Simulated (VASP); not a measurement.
Crystal: InSb3.

```
Sb In
1.0
     4.83820    0.00000    0.00000
     0.00000    4.83820    0.00000
     0.00000    0.00000    4.83820
Sb In
3 1
Direct
  0.50000 0.50000 0.00000
  0.00000 0.50000 0.50000
  0.50000 0.00000 0.50000
  0.00000 0.00000 0.00000
```

Base run:

| Quantity | Value |
| --- | --- |
| Program | VASP 6.6.1 |
| Functional | PBEsol |
| Potentials or basis | VASP PAW PBE potentials, release 64 (Sb, In_d) |
| Cutoff | 520 eV |
| k mesh | 6 × 6 × 6 |
| Occupations | fermi-dirac, width 0.05 eV |
| Spin | no spin polarisation |

Its results: band gap on the k mesh zero (band 14 reaches 10.86 eV, above the bottom of band 15 at 6.36 eV); pressure -3.6 GPa.

**Question.** The run is repeated on the same cell with these changes: functional from PBEsol to LDA; potentials or basis from VASP PAW PBE potentials, release 64 (Sb, In_d) to VASP PAW LDA potentials, release 64 (Sb, In_d). What comes out?

**Answer.** Band gap on the k mesh zero (band 14 reaches 10.77 eV, above the bottom of band 15 at 6.36 eV); pressure -4.6 GPa.

Caveats: spin-orbit coupling is left out, which moves the levels of the heavy elements; the PAW data sets were made with another functional, which shifts forces and pressure a little (some runs).
